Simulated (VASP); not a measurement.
A run of VASP 6.6.1 is set up as follows.

Contents of INCAR:

```
ALGO     = Normal         # electronic algorithm
EDIFF    = 1E-6           # SCF threshold, eV
ENCUT    = 520            # plane-wave cutoff, eV
ISIF     = 2              # what is computed and relaxed
ISMEAR   = 0              # smearing method
LASPH    = True           # aspherical terms in the spheres
LCHARG   = False          # write CHGCAR
LREAL    = False          # projectors in reciprocal space
LWAVE    = False          # write WAVECAR
NBANDS   = 23             # bands
NELM     = 100            # most SCF steps
PREC     = Accurate       # precision mode
SIGMA    = 0.05           # smearing width, eV
```

Contents of KPOINTS:

```
k-points
0
Gamma
  8 8 8
```

POSCAR

```
CsO
1.0
   -2.1069750000      3.1346250000      3.5705750000
    2.1069750000     -3.1346250000      3.5705750000
    2.1069750000      3.1346250000     -3.5705750000
Cs O
2 2
Direct
    0.2500000000      0.2500000000      0.0000000000
    0.7500000000      0.7500000000      0.0000000000
    0.6200000000      0.0000000000      0.6200000000
    0.3800000000      0.0000000000      0.3800000000
```

Potentials or basis: VASP PAW LDA potentials, release 64 (Cs_sv, O).

Launch:

```bash
$ cat potpaw_LDA.64/Cs_sv/POTCAR potpaw_LDA.64/O/POTCAR > POTCAR
$ mpirun -np 1 vasp_std > vasp.out
```

Q: Predict the pressure.

A: 0.2 GPa.

Q: Predict the band gap on the k mesh.

A: 1.74 eV (least direct gap 1.92 eV).

Q: Predict the largest force.

A: 0.600 eV/Å.

Forces on the atoms (eV/Å):
```
Cs   0.000  0.000 -0.003
Cs   0.000  0.000  0.003
O    0.000 -0.600  0.000
O    0.000  0.600  0.000
```

Caveat: the cell differs from its parent crystal (strain -0.025 along x and y, -0.050 along z); spin-orbit coupling is left out, which moves the levels of the heavy elements. A k mesh can miss the band edges.
